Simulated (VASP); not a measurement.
# Au (I4/mmm) in VASP: a series of runs

Au is run at these levels: r2SCAN; tasks: single point.

Program: VASP 6.6.1. These are calculated values, not measurements. Logs are shortened: lines on timing, memory, paths and dates and some standing lists are left out, and cuts for length are marked.

**1. The cell of the first run**

It takes space group I4/mmm (No. 139, tetragonal). Conventional cell: a = 3.315 Å, b = 3.315 Å, c = 3.364 Å, α = 90.00°, β = 90.00°, γ = 90.00°. Au (site symmetry 4/mmm) has 14 Au at 2.88 to 3.36 Å within 3.8 Å.

**2. Single point, r2SCAN (strain +0.000 along x and y, +0.015 along z)**

File POSCAR:

```
Au
1.0
   -1.6572690000      1.6572690000      1.6821280350
    1.6572690000     -1.6572690000      1.6821280350
    1.6572690000      1.6572690000     -1.6821280350
Au
1
Direct
    0.0000000000      0.0000000000      0.0000000000
```

File INCAR.step1:

```
SYSTEM = Au
PREC = Accurate ; ENCUT = 520
ISMEAR = 0 ; SIGMA = 0.15
LREAL = .False. ; LASPH = .True.
NELM = 60 ; NBANDS = 12
GGA = PE ; ALGO = Normal
EDIFF = 1E-4 ; LWAVE = .True.
LCHARG = .False.
```

File INCAR.step2:

```
SYSTEM = Au
PREC = Accurate ; ENCUT = 520
EDIFF = 1E-6 ; ISMEAR = 0
SIGMA = 0.15 ; LREAL = .False.
LASPH = .True. ; NELM = 60
ALGO = Normal ; ISIF = 2
LWAVE = .False. ; LCHARG = .False.
METAGGA = R2SCAN ; LMIXTAU = .True.
NBANDS = 12 ; ISTART = 1
```

File KPOINTS:

```
Automatic mesh
0
Gamma
  20 20 20
  0 0 0
```

Potentials or basis: VASP PAW PBE potentials, release 64 (Au).

The run is started by

```sh
$ cat potpaw_PBE.64/Au/POTCAR > POTCAR
$ cp INCAR.step1 INCAR
$ mpirun -np 1 vasp_std > vasp.out
$ cp INCAR.step2 INCAR
$ mpirun -np 1 vasp_std > vasp.out
```

OUTCAR:

```text
SYSTEM = Au
   PREC = Accurate
   ENCUT = 520
   EDIFF = 1E-6
   ISMEAR = 0
   LREAL = .False.
   LASPH = .True.
   NELM = 60
   ISIF = 2
   METAGGA = R2SCAN
   ISTART = 1

 ion  position               nearest neighbor table
   1  0.000  0.000  0.000-

  LATTYP: Found a body centered tetragonal cell.
 ALAT       =     3.3145380000
 C/A-ratio  =     1.0150000000

  Lattice vectors:

 A1 = (  -1.6572690000,   1.6572690000,   1.6821280350)
 A2 = (   1.6572690000,  -1.6572690000,   1.6821280350)
 A3 = (   1.6572690000,   1.6572690000,  -1.6821280350)

Analysis of symmetry for initial positions (statically):
=====================================================================
 Subroutine PRICEL returns:
 Original cell was already a primitive cell.

 Routine SETGRP: Setting up the symmetry group for a
 body centered tetragonal supercell.

 Subroutine GETGRP returns: Found 16 space group operations
 (whereof 16 operations were pure point group operations)
 out of a pool of 16 trial point group operations.

The static configuration has the point symmetry D_4h.

Analysis of symmetry for dynamics (positions and initial velocities):
=====================================================================
 Subroutine PRICEL returns:
 Original cell was already a primitive cell.

 Routine SETGRP: Setting up the symmetry group for a
 body centered tetragonal supercell.

 Subroutine GETGRP returns: Found 16 space group operations
 (whereof 16 operations were pure point group operations)
 out of a pool of 16 trial point group operations.

The dynamic configuration has the point symmetry D_4h.

 Subroutine INISYM returns: Found 16 space group operations
 (whereof 16 operations are pure point group operations),
 and found     1 'primitive' translations

----------------------------------------------------------------------------------------

                                     Primitive cell

  volume of cell :      18.4801

  direct lattice vectors                    reciprocal lattice vectors
    -1.657269000  1.657269000  1.682128035     0.000000000  0.301701172  0.297242534
     1.657269000 -1.657269000  1.682128035     0.301701172  0.000000000  0.297242534
     1.657269000  1.657269000 -1.682128035     0.301701172  0.301701172  0.000000000

  length of vectors
     2.884897884  2.884897884  2.884897884     0.423528891  0.423528891  0.426669890

  position of ions in fractional coordinates (direct lattice)
     0.000000000  0.000000000  0.000000000

  ion indices of the primitive-cell ions
   primitive index   ion index
                 1           1

----------------------------------------------------------------------------------------

 KPOINTS: Automatic mesh

Automatic generation of k-mesh.
 Grid dimensions read from file:
 generate k-points for:   20   20   20

 Generating k-lattice:

  Cartesian coordinates                     Fractional coordinates (reciprocal lattice)
     0.000000000  0.015085059  0.014862127     0.050000000  0.000000000  0.000000000
     0.015085059  0.000000000  0.014862127     0.000000000  0.050000000  0.000000000
     0.015085059  0.015085059  0.000000000     0.000000000  0.000000000  0.050000000

  Length of vectors
     0.021176445  0.021176445  0.021333494

  Shift w.r.t. Gamma in fractional coordinates (k-lattice)
     0.000000000  0.000000000  0.000000000

 Subroutine IBZKPT returns following result:
 ===========================================

 Found    641 irreducible k-points:

 Following reciprocal coordinates:
            Coordinates               Weight
  0.000000  0.000000  0.000000      1.000000
  0.050000  0.000000 -0.000000      8.000000
  0.100000  0.000000  0.000000      8.000000
  0.150000  0.000000  0.000000      8.000000
  0.200000  0.000000  0.000000      8.000000
  0.250000 -0.000000  0.000000      8.000000
[... 16 lines left out ...]
 -0.400000  0.050000  0.000000     16.000000
 -0.350000  0.050000  0.000000     16.000000
 [... further k-points ...]
   k-points           NKPTS =    641   k-points in BZ     NKDIM =    641   number of bands    NBANDS=     12
   number of dos      NEDOS =    301   number of ions     NIONS =      1
   total plane-waves  NPLWV =  13824
   dimension x,y,z NGX =    24 NGY =   24 NGZ =   24
   dimension x,y,z NGXF=    48 NGYF=   48 NGZF=   48
   ions per type =               1
   NGX,Y,Z   is equivalent  to a cutoff of  13.83, 13.83, 13.83 a.u.
   NGXF,Y,Z  is equivalent  to a cutoff of  27.66, 27.66, 27.66 a.u.
 SYSTEM =  Au
   PREC   = accura    normal or accurate (medium, high low for compatibility)
   ISTART =      1    job   : 0-new  1-cont  2-samecut
   ICHARG =      0    charge: 1-file 2-atom 10-const
   ISPIN  =      1    spin polarized calculation?
   LNONCOLLINEAR =      F non collinear calculations
   LSORBIT =      F    spin-orbit coupling
   LASPH  =      T    aspherical Exc in radial PAW
   ENCUT  =  520.0 eV  38.22 Ry    6.18 a.u.   5.36  5.36  5.36*2*pi/ulx,y,z
   NELM   =     60;   NELMIN=  2; NELMDL=  0     # of ELM steps
   EDIFF  = 0.1E-05   stopping-criterion for ELM
   LREAL  =      F    real-space projection
   EDIFFG = 0.1E-04   stopping-criterion for IOM
   NSW    =      0    number of steps for IOM
   IBRION =     -1    ionic relax: 0-MD 1-quasi-New 2-CG
   NFREE  =      0    steps in history (QN), initial steepest desc. (CG)
   ISIF   =      2    stress and relaxation
   ISYM   =      2    0-nonsym 1-usesym 2-fastsym
   POTIM  = 0.5000    time-step for ionic-motion
   TEBEG  =    0.0;   TEEND  =   0.0 temperature during run
   PSTRESS=    0.0 pullay stress
   NELECT =      11.0000    total number of electrons
   NUPDOWN=      -1.0000    fix difference up-down
   EMIN   =  10.00;   EMAX   =-10.00  energy-range for DOS
   EFERMI =   0.00;   METHOD = LEGACY
   ISMEAR =     0;   SIGMA  =   0.15  broadening in eV -4-tet -1-fermi 0-gaus
   EFERMI_NEDOS =   21; number of points for ismear=-14 and -15
   IALGO  =     38    algorithm
   IMIX   =      4    mixing-type and parameters
     AMIX     =   0.40;   BMIX     =  1.00
     AMIX_MAG =   1.60;   BMIX_MAG =  1.00
  volume/ion in A,a.u.               =      18.48       124.71
  Fermi-wavevector in a.u.,A,eV,Ry     =   1.377117  2.602373 25.802770  1.896450
  Thomas-Fermi vector in A             =   2.502299
   LORBIT       =      0    0 simple, 1 ext, 2 COOP (PROOUT), +10 PAW based schemes
   METAGGA = R2SCAN    functional components
   LHFCALC =     F    Hartree Fock is set to
   AEXX    =    0.0000 exact exchange contribution
   IVDW    =     0    specifies the selected vdW correction
   LEPSILON=     F    determine dielectric tensor
   LRPA    =     F    only Hartree local field effects (RPA)
 non-spin polarized calculation
 Gauss-broadening in eV      SIGMA  =   0.15
  energy-cutoff  :      520.00
  volume of cell :       18.48
 maximum number of plane-waves:       531
 NGX is ok and might be reduce to    24
   NGX = 11   NGY = 11   NGZ = 11

 number of electron      10.9999999 magnetization

 Free energy of the ion-electron system (eV)
  ---------------------------------------------------
  ext. energy  EPLUGINS =         0.00000000
  ---------------------------------------------------
  free energy    TOTEN  =       -50.55887279 eV

  energy without entropy =      -50.55502771  energy(sigma->0) =      -50.55695025

 E-fermi :   8.1283     XC(G=0): -13.0549

 val. band max:        8.1258219352   @ k =  -0.1000   0.4500   0.1000
 cond. band min:       8.1382481008   @ k =   0.5000   0.4000   0.0500
 fundamental gap:      0.0124261656
 Fermi energy:         8.1282836122

 k-point     1 :       0.0000    0.0000    0.0000
  band No.  band energies     occupation
      1      -1.1732      2.00000
      2       3.3085      2.00000
      3       3.3085      2.00000
      4       3.3945      2.00000
      5       5.0211      2.00000
      6       5.1186      2.00000
      7      25.2507      0.00000
      8      25.5055      0.00000
      9      25.5055      0.00000
     10      31.5063      0.00000
     11      31.9602      0.00000
     12      31.9602      0.00000

 k-point     2 :       0.0500    0.0000   -0.0000
  band No.  band energies     occupation
      1      -1.0843      2.00000
      2       3.3088      2.00000
      3       3.3129      2.00000
      4       3.4284      2.00000
      5       4.9974      2.00000
      6       5.1119      2.00000
      7      25.2453      0.00000
      8      25.4868      0.00000
      9      25.6098      0.00000
     10      30.5934      0.00000
     11      30.9571      0.00000
     12      31.6086      0.00000

 k-point     3 :       0.1000    0.0000    0.0000
  band No.  band energies     occupation
      1      -0.8231      2.00000
      2       3.2481      2.00000
      3       3.3245      2.00000
      4       3.5922      2.00000
      5       4.9265      2.00000
      6       5.1052      2.00000
      7      25.0152      0.00000
      8      25.3963      0.00000
      9      25.9149      0.00000
     10      29.1906      0.00000
     11      29.7368      0.00000
     12      30.6728      0.00000
[... 286 lines left out ...]
 k-point    23 :      -0.4000    0.0500    0.0000
  band No.  band energies     occupation
      1       1.3158      2.00000
      2       2.5435      2.00000
      3       4.6674      2.00000
      4       5.0726      2.00000
      5       5.3629      2.00000
      6       6.2344      2.00000
      7      14.7469      0.00000
      8      21.7196      0.00000
      9      22.9869      0.00000
     10      29.2550      0.00000
     11      29.8016      0.00000
     12      31.9349      0.00000

 k-point    24 :      -0.3500    0.0500    0.0000
  band No.  band energies     occupation
      1       1.2246      2.00000
      2       2.6555      2.00000
      3       4.1680      2.00000
      4       4.8236      2.00000
      5       5.2070      2.00000
      6       5.6119      2.00000
      7      16.8036      0.00000
      8      22.3281      0.00000
      9      23.9699      0.00000
     10      28.6861      0.00000
     11      29.4943      0.00000
     12      31.5058      0.00000

 [... further k-points ...]

------------------------ aborting loop because EDIFF is reached ----------------------------------------

  FORCE on cell =-STRESS in cart. coord.  units (eV):
  Direction    XX          YY          ZZ          XY          YZ          ZX
  --------------------------------------------------------------------------------------
  -------------------------------------------------------------------------------------
  Total       -0.7238534     -0.7238534     -0.7172741      0.0000000     -0.0000000      0.0000000
  in kB      -62.7561280    -62.7561280    -62.1857236      0.0000000     -0.0000000      0.0000000
  external PRESSURE =     -62.5659932 kB  Pullay stress =       0.0000000 kB

 VOLUME and BASIS-vectors are now :
 -----------------------------------------------------------------------------
  energy-cutoff  :      520.00
  volume of cell :       18.48
      direct lattice vectors                 reciprocal lattice vectors
    -1.657269000  1.657269000  1.682128035     0.000000000  0.301701172  0.297242534
     1.657269000 -1.657269000  1.682128035     0.301701172  0.000000000  0.297242534
     1.657269000  1.657269000 -1.682128035     0.301701172  0.301701172  0.000000000

 POSITION                                       TOTAL-FORCE (eV/Angst)
 -----------------------------------------------------------------------------------
      0.00000      0.00000      0.00000        -0.000000      0.000000      0.000000
 -----------------------------------------------------------------------------------
    total drift:                               -0.000000      0.000000     -0.000000

  FREE ENERGIE OF THE ION-ELECTRON SYSTEM (eV)
  ---------------------------------------------------
  free  energy   TOTEN  =       -50.5588727853 eV

  energy  without entropy=      -50.5550277113  energy(sigma->0) =      -50.55695025
```

Run time: 2.2 min. Hardware: 1 thread of Intel Xeon 6975P-C (Granite Rapids), shared host; peak memory 0.27 GiB.

What came out:

* Free energy: -50.5589 eV
* Pressure: -6.3 GPa
* Band gap on the k mesh: zero (an odd number of electrons rules out a gap without spin polarisation)

Caveat: the cell differs from its parent crystal (strain +0.000 along x and y, +0.015 along z); the cell stands under tension; the PAW data sets were made with another functional, which shifts forces and pressure a little; spin-orbit coupling is left out, which moves the levels of the heavy elements.

**3. Single point, r2SCAN (strain +0.000 along x and y, +0.030 along z)**

File POSCAR:

```
Au
1.0
   -1.6572690000      1.6572690000      1.7069870700
    1.6572690000     -1.6572690000      1.7069870700
    1.6572690000      1.6572690000     -1.7069870700
Au
1
Direct
    0.0000000000      0.0000000000      0.0000000000
```

File INCAR.step1:

```
SYSTEM = Au
PREC = Accurate ; ENCUT = 520
ISMEAR = 0 ; SIGMA = 0.15
LREAL = .FALSE. ; LASPH = .TRUE.
NELM = 100 ; NBANDS = 12
GGA = PE ; ALGO = Normal
EDIFF = 1E-4 ; LWAVE = .TRUE.
LCHARG = .FALSE.
```

File INCAR.step2:

```
SYSTEM = Au
PREC = Accurate ; ENCUT = 520
EDIFF = 1E-7 ; ISMEAR = 0
SIGMA = 0.15 ; LREAL = .FALSE.
LASPH = .TRUE. ; NELM = 100
ALGO = Normal ; ISIF = 2
LWAVE = .FALSE. ; LCHARG = .FALSE.
METAGGA = R2SCAN ; LMIXTAU = .TRUE.
NBANDS = 12 ; ISTART = 1
```

File KPOINTS:

```
regular mesh
0
G
  20 20 20
  0 0 0
```

Potentials or basis: VASP PAW PBE potentials, release 64 (Au).

The run is started by

```sh
$ cat potpaw_PBE.64/Au/POTCAR > POTCAR
$ cp INCAR.step1 INCAR
$ mpirun -np 1 vasp_std > vasp.out
$ cp INCAR.step2 INCAR
$ mpirun -np 1 vasp_std > vasp.out
```

It took 2.5 min on 1 thread of Intel Xeon 6975P-C (Granite Rapids), shared host; peak memory 0.27 GiB.

Results (log left out):

| Quantity | Value |
| --- | --- |
| Free energy | -50.5472 eV |
| Pressure | -7.8 GPa |
| Band gap on the k mesh | zero (an odd number of electrons rules out a gap without spin polarisation) |

Stress tensor (GPa, compression positive):
```
-7.86  0.00  0.00
 0.00 -7.86  0.00
 0.00  0.00 -7.61
```

Levels at points of the mesh, in eV from the Fermi level:
```csv
k point,band 3,band 4,band 5,band 6,band 7,band 8,band 9,band 10
"(0.00, 0.00, 0.00)",-4.77,-4.60,-3.12,-2.94,16.95,17.44,17.44,22.84
"(0.50, 0.00, 0.00)",-3.26,-2.87,-1.68,-0.18,2.98,13.07,13.95,21.57
"(0.50, 0.50, 0.00)",-3.02,-2.81,-1.64,-0.02,3.22,12.62,13.29,20.71
"(0.50, 0.50, 0.50)",-2.04,-1.98,-1.98,5.91,6.75,6.75,8.86,15.37
```

Caveat: the cell differs from its parent crystal (strain +0.000 along x and y, +0.030 along z); the cell stands under tension; the PAW data sets were made with another functional, which shifts forces and pressure a little; spin-orbit coupling is left out, which moves the levels of the heavy elements.

**4. Single point, r2SCAN (strain +0.015 along x and y, +0.000 along z)**

File POSCAR:

```
Au
1.0
   -1.6821280350      1.6821280350      1.6572690000
    1.6821280350     -1.6821280350      1.6572690000
    1.6821280350      1.6821280350     -1.6572690000
Au
1
Direct
    0.0000000000      0.0000000000      0.0000000000
```

File INCAR.step1:

```
SYSTEM = Au
ALGO = Normal
EDIFF = 1E-4
ENCUT = 520
GGA = PE
ISMEAR = 0
LASPH = .TRUE.
LCHARG = .FALSE.
LREAL = .FALSE.
LWAVE = .TRUE.
NBANDS = 12
NELM = 60
PREC = Accurate
SIGMA = 0.15
```

File INCAR.step2:

```
SYSTEM = Au
ALGO = Normal
EDIFF = 1E-6
ENCUT = 520
ISIF = 2
ISMEAR = 0
ISTART = 1
LASPH = .TRUE.
LCHARG = .FALSE.
LMIXTAU = .TRUE.
LREAL = .FALSE.
LWAVE = .FALSE.
METAGGA = R2SCAN
NBANDS = 12
NELM = 60
PREC = Accurate
SIGMA = 0.15
```

File KPOINTS:

```
k-points
0
G
  20 20 20
  0 0 0
```

The run is started by

```sh
$ cat potpaw_PBE.64/Au/POTCAR > POTCAR
$ cp INCAR.step1 INCAR
$ mpirun -np 1 vasp_std > vasp.out
$ cp INCAR.step2 INCAR
$ mpirun -np 1 vasp_std > vasp.out
```

It took 2.2 min on 1 thread of Intel Xeon 6975P-C (Granite Rapids), shared host; peak memory 0.27 GiB.

It converged, with:

* Free energy: -50.5468 eV
* Pressure: -7.8 GPa
* Band gap on the k mesh: zero (an odd number of electrons rules out a gap without spin polarisation)

Levels at points of the mesh, in eV from the Fermi level:
```
           k point  band 3  band 4  band 5  band 6  band 7  band 8  band 9  band 10
(0.00, 0.00, 0.00)   -4.69   -4.69   -3.08   -2.98   17.18   17.18   17.45    23.25
(0.50, 0.00, 0.00)   -3.14   -2.85   -1.66   -0.11    3.09   12.83   13.60    21.12
(0.50, 0.50, 0.00)   -3.23   -2.91   -1.68   -0.19    2.97   13.06   13.94    21.56
(0.50, 0.50, 0.50)   -2.01   -2.01   -1.98    6.32    6.32    6.74    8.88    15.47
```

Caveat: the cell differs from its parent crystal (strain +0.015 along x and y, +0.000 along z); the cell stands under tension; the PAW data sets were made with another functional, which shifts forces and pressure a little; spin-orbit coupling is left out, which moves the levels of the heavy elements.

(Part 1 of 2 ends here.)
